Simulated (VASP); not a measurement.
Write the native input for VASP 6.6.1 that does the following.

```
Task                   : relaxation of cell and atoms
Functional             : PBE
Potentials or basis    : VASP PAW PBE potentials, release 64 (Ba_sv, Zr_sv, O)
Cutoff                 : 600 eV
k mesh                 : 3 × 3 × 3
Occupations            : gaussian, width 0.15 eV
Spin                   : no spin polarisation
Dipole correction      : no
Further INCAR settings : ALGO = Normal; EDIFF = 1e-07; IBRION = 2; EDIFFG = -0.08; NSW = 36; ISIF = 3
```

The structure of BaZr2O5 lies in POSCAR:

```
BaZr2O5
1.0
    2.1000000000     -6.2500000000      0.0000000000
    2.1000000000      6.2500000000      0.0000000000
    0.0000000000      0.0000000000      4.2000000000
Ba Zr O
1 2 5
Direct
    0.5000000000      0.5000000000      0.5000000000
    0.1680000000      0.8320000000      0.0000000000
    0.8320000000      0.1680000000      0.0000000000
    0.0000000000      0.0000000000      0.0000000000
    0.1700000000      0.8300000000      0.5000000000
    0.8300000000      0.1700000000      0.5000000000
    0.6550000000      0.3450000000      0.0000000000
    0.3450000000      0.6550000000      0.0000000000
```

One way to write it, as run:

INCAR

```
PREC = Accurate ; ENCUT = 600
EDIFF = 1E-7 ; ISMEAR = 0
SIGMA = 0.15 ; LREAL = F
LASPH = T ; NELM = 80
ALGO = Normal ; ISIF = 3
LWAVE = F ; LCHARG = F
GGA = PE ; IBRION = 2
NSW = 36 ; EDIFFG = -0.08
```

KPOINTS

```
Automatic mesh
0
Gamma
  3 3 3
```

Potentials or basis: VASP PAW PBE potentials, release 64 (Ba_sv, Zr_sv, O).

Command:

```bash
$ cat potpaw_PBE.64/Ba_sv/POTCAR potpaw_PBE.64/Zr_sv/POTCAR potpaw_PBE.64/O/POTCAR > POTCAR
$ mpirun -np 1 vasp_std > vasp.out
```

Results of the run:

| Item | Value |
| --- | --- |
| Relaxed volume | 14.71 Å³/atom |
| Relaxed cell | a = 7.103 Å, b = 7.103 Å, c = 4.125 Å, α = 90.00°, β = 90.00°, γ = 145.56° |
| Space group after relaxing (to 0.1 Å) | Cmmm (No. 65) |
| Energy gained by relaxing | 204.0 meV/atom |
| Ionic steps | 14 |
| Pressure after relaxing | 0.0 GPa |
| Largest force after relaxing | 0.017 eV/Å |
| Band gap on the k mesh | 2.99 eV (least direct gap 3.03 eV) |

Caveat: the k points lie up to 0.52 Å⁻¹ apart in the final cell; spin-orbit coupling is left out, which moves the levels of the heavy elements.

Run time: 24 min on 1 thread of Intel Xeon 8259CL, on a shared host, peak memory 0.34 GiB.
